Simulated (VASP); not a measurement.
**SbPb: single point with LDA**

The system is SbPb.

```
Sb Pb
1.0
     0.00000    3.07362    3.07362
     3.07362    0.00000    3.07362
     3.07362    3.07362    0.00000
Sb Pb
1 1
Direct
  0.50000 0.50000 0.50000
  0.00000 0.00000 0.00000
```

This cell differs from its parent crystal: volume 29.037 Å^3 an atom, c/a of the conventional cell 1.0000.

```json
{
 "Program": "VASP 6.6.1",
 "Task": "single point",
 "Functional": "LDA",
 "Potentials or basis": "VASP PAW LDA potentials, release 64 (Sb, Pb_d)",
 "Cutoff": "520 eV",
 "k mesh": "14 × 14 × 14",
 "Occupations": "gaussian, width 0.15 eV",
 "Spin": "no spin polarisation",
 "Dipole correction": "no",
 "Further INCAR settings": "ALGO = Normal; EDIFF = 1e-06; NBANDS = 16"
}
```

| Item | Value |
| --- | --- |
| Pressure | 1.6 GPa |

Levels at points of the mesh, in eV from the Fermi level:
```csv
k point,band 7,band 8,band 9,band 10,band 11,band 12,band 13,band 14
"(0.00, 0.00, 0.00)",-3.64,-0.76,-0.76,-0.76,4.75,4.75,4.75,5.87
"(0.50, 0.00, 0.00)",-9.21,0.07,0.07,1.06,1.14,1.14,1.26,9.44
"(0.50, 0.50, 0.00)",-6.66,-5.12,-2.86,-2.86,2.94,7.01,7.01,9.17
```

Wall time 22 s on 1 thread of Intel(R) Xeon(R) 6975P-C (Granite Rapids), on a shared host, peak memory 0.23 GiB.

Caveat: spin-orbit coupling is left out, which moves the levels of the heavy elements.
